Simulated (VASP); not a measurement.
# BaF2 (Fm-3m) in VASP: single point with PBE

Aim: the single point of BaF2 with PBE.

Everything below comes from runs of VASP 6.6.1. Logs are shortened: lines on timing, memory, paths and dates and some standing lists are left out, and cuts for length are marked.

## Step 1: The cell of the first run

Symmetry: Fm-3m, No. 225, cubic system. The conventional cell has a = 6.200 Å, b = 6.200 Å, c = 6.200 Å, α = 90.00°, β = 90.00°, γ = 90.00°. Ba (site symmetry m-3m) has 8 F at 2.68 Å within 3.5 Å. Within 3.5 Å of F (site symmetry -43m) lie 4 Ba at 2.68 Å and 6 F at 3.10 Å.

## Step 2: Single point, PBE

The input, INCAR:

```
PREC = Accurate
ENCUT = 1350
EDIFF = 1E-6
ISMEAR = 0
SIGMA = 0.05
LREAL = False
LASPH = True
NELM = 120
ALGO = Normal
ISIF = 2
LWAVE = False
LCHARG = False
GGA = PE
NBANDS = 19
GGA_COMPAT = False
```

The input, KPOINTS:

```
Automatic mesh
0
Gamma
  6 6 6
```

The input, POSCAR:

```
BaF2
1.0
    0.0000000000      3.1000500000      3.1000500000
    3.1000500000      0.0000000000      3.1000500000
    3.1000500000      3.1000500000      0.0000000000
Ba F
1 2
Direct
    0.0000000000      0.0000000000      0.0000000000
    0.2500000000      0.2500000000      0.2500000000
    0.7500000000      0.7500000000      0.7500000000
```

Potentials or basis: VASP PAW PBE potentials, release 64 (Ba_sv, F_h).

The run is started by

```
cat potpaw_PBE.64/Ba_sv/POTCAR potpaw_PBE.64/F_h/POTCAR > POTCAR
mpirun -np 1 vasp_std > vasp.out
```

OUTCAR:

```text
PREC = Accurate
   ENCUT = 1350
   EDIFF = 1E-6
   ISMEAR = 0
   LREAL = False
   LASPH = True
   NELM = 120
   ISIF = 2
   GGA = PE

 ion  position               nearest neighbor table
   1  0.000  0.000  0.000-   3 2.68   3 2.68   2 2.68   3 2.68   2 2.68   2 2.68   3 2.68   2 2.68

   2  0.250  0.250  0.250-   1 2.68   1 2.68   1 2.68   1 2.68
   3  0.750  0.750  0.750-   1 2.68   1 2.68   1 2.68   1 2.68

  LATTYP: Found a face centered cubic cell.
 ALAT       =     6.2001000000

  Lattice vectors:

 A1 = (   0.0000000000,   3.1000500000,   3.1000500000)
 A2 = (   3.1000500000,   0.0000000000,   3.1000500000)
 A3 = (   3.1000500000,   3.1000500000,   0.0000000000)

Analysis of symmetry for initial positions (statically):
=====================================================================
 Subroutine PRICEL returns:
 Original cell was already a primitive cell.

 Routine SETGRP: Setting up the symmetry group for a
 face centered cubic supercell.

 Subroutine GETGRP returns: Found 48 space group operations
 (whereof 48 operations were pure point group operations)
 out of a pool of 48 trial point group operations.

The static configuration has the point symmetry O_h .

Analysis of symmetry for dynamics (positions and initial velocities):
=====================================================================
 Subroutine PRICEL returns:
 Original cell was already a primitive cell.

 Routine SETGRP: Setting up the symmetry group for a
 face centered cubic supercell.

 Subroutine GETGRP returns: Found 48 space group operations
 (whereof 48 operations were pure point group operations)
 out of a pool of 48 trial point group operations.

The dynamic configuration has the point symmetry O_h .

 Subroutine INISYM returns: Found 48 space group operations
 (whereof 48 operations are pure point group operations),
 and found     1 'primitive' translations

----------------------------------------------------------------------------------------

                                     Primitive cell

  volume of cell :      59.5849

  direct lattice vectors                    reciprocal lattice vectors
     0.000000000  3.100050000  3.100050000    -0.161287721  0.161287721  0.161287721
     3.100050000  0.000000000  3.100050000     0.161287721 -0.161287721  0.161287721
     3.100050000  3.100050000  0.000000000     0.161287721  0.161287721 -0.161287721

  length of vectors
     4.384132754  4.384132754  4.384132754     0.279358528  0.279358528  0.279358528

  position of ions in fractional coordinates (direct lattice)
     0.000000000  0.000000000  0.000000000
     0.250000000  0.250000000  0.250000000
     0.750000000  0.750000000  0.750000000

  ion indices of the primitive-cell ions
   primitive index   ion index
                 1           1
                 2           2
                 3           3

----------------------------------------------------------------------------------------

 KPOINTS: Automatic mesh

Automatic generation of k-mesh.
 Grid dimensions read from file:
 generate k-points for:    6    6    6

 Generating k-lattice:

  Cartesian coordinates                     Fractional coordinates (reciprocal lattice)
    -0.026881287  0.026881287  0.026881287     0.166666667  0.000000000  0.000000000
     0.026881287 -0.026881287  0.026881287     0.000000000  0.166666667  0.000000000
     0.026881287  0.026881287 -0.026881287     0.000000000  0.000000000  0.166666667

  Length of vectors
     0.046559755  0.046559755  0.046559755

  Shift w.r.t. Gamma in fractional coordinates (k-lattice)
     0.000000000  0.000000000  0.000000000

 Subroutine IBZKPT returns following result:
 ===========================================

 Found     16 irreducible k-points:

 Following reciprocal coordinates:
            Coordinates               Weight
  0.000000  0.000000  0.000000      1.000000
  0.166667  0.000000  0.000000      8.000000
  0.333333  0.000000  0.000000      8.000000
  0.500000  0.000000  0.000000      4.000000
  0.166667  0.166667  0.000000      6.000000
  0.333333  0.166667  0.000000     24.000000
[... 8 lines left out ...]
 -0.333333  0.333333  0.166667     24.000000
 -0.333333  0.500000  0.166667     12.000000
   k-points           NKPTS =     16   k-points in BZ     NKDIM =     16   number of bands    NBANDS=     19
   number of dos      NEDOS =    301   number of ions     NIONS =      3
   total plane-waves  NPLWV = 157464
   dimension x,y,z NGX =    54 NGY =   54 NGZ =   54
   dimension x,y,z NGXF=   108 NGYF=  108 NGZF=  108
   ions per type =               1   2
   NGX,Y,Z   is equivalent  to a cutoff of  20.48, 20.48, 20.48 a.u.
   NGXF,Y,Z  is equivalent  to a cutoff of  40.95, 40.95, 40.95 a.u.
 SYSTEM =  unknown system
   PREC   = accura    normal or accurate (medium, high low for compatibility)
   ISTART =      0    job   : 0-new  1-cont  2-samecut
   ICHARG =      2    charge: 1-file 2-atom 10-const
   ISPIN  =      1    spin polarized calculation?
   LNONCOLLINEAR =      F non collinear calculations
   LSORBIT =      F    spin-orbit coupling
   LASPH  =      T    aspherical Exc in radial PAW
   ENCUT  = 1350.0 eV  99.22 Ry    9.96 a.u.  13.13 13.13 13.13*2*pi/ulx,y,z
   NELM   =    120;   NELMIN=  2; NELMDL= -5     # of ELM steps
   EDIFF  = 0.1E-05   stopping-criterion for ELM
   LREAL  =      F    real-space projection
   EDIFFG = 0.1E-04   stopping-criterion for IOM
   NSW    =      0    number of steps for IOM
   IBRION =     -1    ionic relax: 0-MD 1-quasi-New 2-CG
   NFREE  =      0    steps in history (QN), initial steepest desc. (CG)
   ISIF   =      2    stress and relaxation
   ISYM   =      2    0-nonsym 1-usesym 2-fastsym
   POTIM  = 0.5000    time-step for ionic-motion
   TEBEG  =    0.0;   TEEND  =   0.0 temperature during run
   PSTRESS=    0.0 pullay stress
   NELECT =      24.0000    total number of electrons
   NUPDOWN=      -1.0000    fix difference up-down
   EMIN   =  10.00;   EMAX   =-10.00  energy-range for DOS
   EFERMI =   0.00;   METHOD = LEGACY
   ISMEAR =     0;   SIGMA  =   0.05  broadening in eV -4-tet -1-fermi 0-gaus
   EFERMI_NEDOS =   21; number of points for ismear=-14 and -15
   IALGO  =     38    algorithm
   IMIX   =      4    mixing-type and parameters
     AMIX     =   0.40;   BMIX     =  1.00
     AMIX_MAG =   1.60;   BMIX_MAG =  1.00
  volume/ion in A,a.u.               =      19.86       134.03
  Fermi-wavevector in a.u.,A,eV,Ry     =   1.209019  2.284715 19.888011  1.461728
  Thomas-Fermi vector in A             =   2.344609
   LORBIT       =      0    0 simple, 1 ext, 2 COOP (PROOUT), +10 PAW based schemes
   GGA     = PE    functional components
   LHFCALC =     F    Hartree Fock is set to
   AEXX    =    0.0000 exact exchange contribution
   IVDW    =     0    specifies the selected vdW correction
   LEPSILON=     F    determine dielectric tensor
   LRPA    =     F    only Hartree local field effects (RPA)
 non-spin polarized calculation
 Gauss-broadening in eV      SIGMA  =   0.05
  energy-cutoff  :     1350.00
  volume of cell :       59.58
 maximum number of plane-waves:      6754
 NGX is ok and might be reduce to    54
   NGX = 27   NGY = 27   NGZ = 27

 number of electron      23.9999998 magnetization

 Free energy of the ion-electron system (eV)
  ---------------------------------------------------
  ext. energy  EPLUGINS =         0.00000000
  ---------------------------------------------------
  free energy    TOTEN  =       -17.12443082 eV

  energy without entropy =      -17.12443082  energy(sigma->0) =      -17.12443082

 E-fermi :  -1.5760     XC(G=0):  -8.6990

 val. band max:       -1.7955801334   @ k =  -0.1667   0.1667   0.0000
 cond. band min:       4.9874006829   @ k =   0.0000   0.0000   0.0000
 fundamental gap:      6.7829808162
 Fermi energy:        -1.5759682014

 k-point     1 :       0.0000    0.0000    0.0000
  band No.  band energies     occupation
      1     -24.8772      2.00000
      2     -20.7147      2.00000
      3     -20.6658      2.00000
      4      -9.7173      2.00000
      5      -9.7173      2.00000
      6      -9.7173      2.00000
[... 11 lines left out ...]
     18       9.6056      0.00000
     19      13.6672      0.00000

 k-point     2 :       0.1667    0.0000    0.0000
  band No.  band energies     occupation
      1     -24.8268      2.00000
      2     -20.7466      2.00000
      3     -20.7229      2.00000
      4      -9.7645      2.00000
      5      -9.7585      2.00000
      6      -9.7585      2.00000
[... 11 lines left out ...]
     18       9.6314      0.00000
     19      12.6305      0.00000

 k-point     3 :       0.3333    0.0000    0.0000
  band No.  band energies     occupation
      1     -24.7204      2.00000
      2     -20.8818      2.00000
      3     -20.7718      2.00000
      4      -9.8446      2.00000
      5      -9.8375      2.00000
      6      -9.8375      2.00000
[... 11 lines left out ...]
     18       9.7231      0.00000
     19      11.7221      0.00000

 k-point     4 :       0.5000    0.0000    0.0000
  band No.  band energies     occupation
      1     -24.6640      2.00000
      2     -20.9571      2.00000
      3     -20.7920      2.00000
      4      -9.8788      2.00000
      5      -9.8755      2.00000
      6      -9.8755      2.00000
[... 11 lines left out ...]
     18       9.7968      0.00000
     19      12.1224      0.00000

 k-point     5 :       0.1667    0.1667    0.0000
  band No.  band energies     occupation
      1     -24.8098      2.00000
      2     -20.7528      2.00000
      3     -20.7462      2.00000
      4      -9.8212      2.00000
      5      -9.8212      2.00000
      6      -9.6813      2.00000
[... 11 lines left out ...]
     18       9.7090      0.00000
     19      13.7276      0.00000

 k-point     6 :       0.3333    0.1667    0.0000
  band No.  band energies     occupation
      1     -24.7211      2.00000
      2     -20.8605      2.00000
      3     -20.7914      2.00000
      4      -9.9101      2.00000
      5      -9.9094      2.00000
      6      -9.7032      2.00000
[... 11 lines left out ...]
     18       9.8738      0.00000
     19      12.3704      0.00000

 k-point     7 :       0.5000    0.1667    0.0000
  band No.  band energies     occupation
      1     -24.6459      2.00000
      2     -20.9463      2.00000
      3     -20.8331      2.00000
      4      -9.9401      2.00000
      5      -9.9362      2.00000
      6      -9.7965      2.00000
[... 11 lines left out ...]
     18      10.2505      0.00000
     19      12.0647      0.00000

 k-point     8 :      -0.3333    0.1667    0.0000
  band No.  band energies     occupation
      1     -24.6650      2.00000
      2     -20.9172      2.00000
      3     -20.8305      2.00000
      4      -9.8897      2.00000
      5      -9.8775      2.00000
      6      -9.8699      2.00000
[... 11 lines left out ...]
     18      10.3076      0.00000
     19      12.0920      0.00000

 k-point     9 :      -0.1667    0.1667    0.0000
  band No.  band energies     occupation
      1     -24.7570      2.00000
      2     -20.8084      2.00000
      3     -20.7824      2.00000
      4      -9.8556      2.00000
      5      -9.8016      2.00000
      6      -9.7881      2.00000
[... 11 lines left out ...]
     18       9.8918      0.00000
     19      12.4291      0.00000

 k-point    10 :       0.3333    0.3333    0.0000
  band No.  band energies     occupation
      1     -24.6661      2.00000
      2     -20.9354      2.00000
      3     -20.8081      2.00000
      4     -10.0159      2.00000
      5     -10.0159      2.00000
      6      -9.6012      2.00000
[... 11 lines left out ...]
     18       9.9790      0.00000
     19      13.5519      0.00000

 k-point    11 :       0.5000    0.3333    0.0000
  band No.  band energies     occupation
      1     -24.6084      2.00000
      2     -20.9867      2.00000
      3     -20.8533      2.00000
      4     -10.0548      2.00000
      5     -10.0521      2.00000
      6      -9.6368      2.00000
[... 11 lines left out ...]
     18      11.1423      0.00000
     19      12.5521      0.00000

 k-point    12 :      -0.3333    0.3333    0.0000
  band No.  band energies     occupation
      1     -24.6081      2.00000
      2     -20.9417      2.00000
      3     -20.9007      2.00000
      4      -9.9961      2.00000
      5      -9.9853      2.00000
      6      -9.7688      2.00000
[... 11 lines left out ...]
     18      11.5306      0.00000
     19      12.8546      0.00000

 k-point    13 :       0.5000    0.5000    0.0000
  band No.  band energies     occupation
      1     -24.5889      2.00000
      2     -21.0319      2.00000
      3     -20.8386      2.00000
      4     -10.1076      2.00000
      5     -10.1076      2.00000
      6      -9.5571      2.00000
[... 11 lines left out ...]
     18      11.1250      0.00000
     19      13.2206      0.00000

 k-point    14 :       0.5000    0.3333    0.1667
  band No.  band energies     occupation
      1     -24.6467      2.00000
      2     -20.9243      2.00000
      3     -20.8534      2.00000
      4     -10.0141      2.00000
      5      -9.9299      2.00000
      6      -9.7312      2.00000
[... 11 lines left out ...]
     18      10.6353      0.00000
     19      12.6916      0.00000

 k-point    15 :      -0.3333    0.3333    0.1667
  band No.  band energies     occupation
      1     -24.6081      2.00000
      2     -20.9420      2.00000
      3     -20.9004      2.00000
      4     -10.0645      2.00000
      5      -9.8430      2.00000
      6      -9.8428      2.00000
[... 11 lines left out ...]
     18      11.6080      0.00000
     19      12.2506      0.00000

 k-point    16 :      -0.3333    0.5000    0.1667
  band No.  band energies     occupation
      1     -24.5888      2.00000
      2     -20.9848      2.00000
      3     -20.8883      2.00000
      4     -10.1200      2.00000
      5      -9.9692      2.00000
      6      -9.6940      2.00000
[... 11 lines left out ...]
     18      12.6645      0.00000
     19      12.9325      0.00000

------------------------ aborting loop because EDIFF is reached ----------------------------------------

  FORCE on cell =-STRESS in cart. coord.  units (eV):
  Direction    XX          YY          ZZ          XY          YZ          ZX
  --------------------------------------------------------------------------------------
  -------------------------------------------------------------------------------------
  Total        0.8286082      0.8286082      0.8286082      0.0000000      0.0000000     -0.0000000
  in kB       22.2804381     22.2804381     22.2804381      0.0000000      0.0000000     -0.0000000
  external PRESSURE =      22.2804381 kB  Pullay stress =       0.0000000 kB

 VOLUME and BASIS-vectors are now :
 -----------------------------------------------------------------------------
  energy-cutoff  :     1350.00
  volume of cell :       59.58
      direct lattice vectors                 reciprocal lattice vectors
     0.000000000  3.100050000  3.100050000    -0.161287721  0.161287721  0.161287721
     3.100050000  0.000000000  3.100050000     0.161287721 -0.161287721  0.161287721
     3.100050000  3.100050000  0.000000000     0.161287721  0.161287721 -0.161287721

 POSITION                                       TOTAL-FORCE (eV/Angst)
 -----------------------------------------------------------------------------------
      0.00000      0.00000      0.00000        -0.000000     -0.000000     -0.000000
      1.55002      1.55002      1.55002        -0.000000     -0.000000     -0.000000
      4.65008      4.65008      4.65008         0.000000      0.000000      0.000000
 -----------------------------------------------------------------------------------
    total drift:                                0.000000      0.000000      0.000000

  FREE ENERGIE OF THE ION-ELECTRON SYSTEM (eV)
  ---------------------------------------------------
  free  energy   TOTEN  =       -17.1244308244 eV

  energy  without entropy=      -17.1244308244  energy(sigma->0) =      -17.12443082
```

It took 69 s on 1 thread of Intel Xeon Platinum 8375C at 2.90GHz (Ice Lake), shared host; peak memory 0.42 GiB.

What came out:

* Free energy: -17.1244 eV
* Pressure: 2.2 GPa
* Band gap on the k mesh: 6.78 eV (least direct gap 6.85 eV)

Caveat: spin-orbit coupling is left out, which moves the levels of the heavy elements.
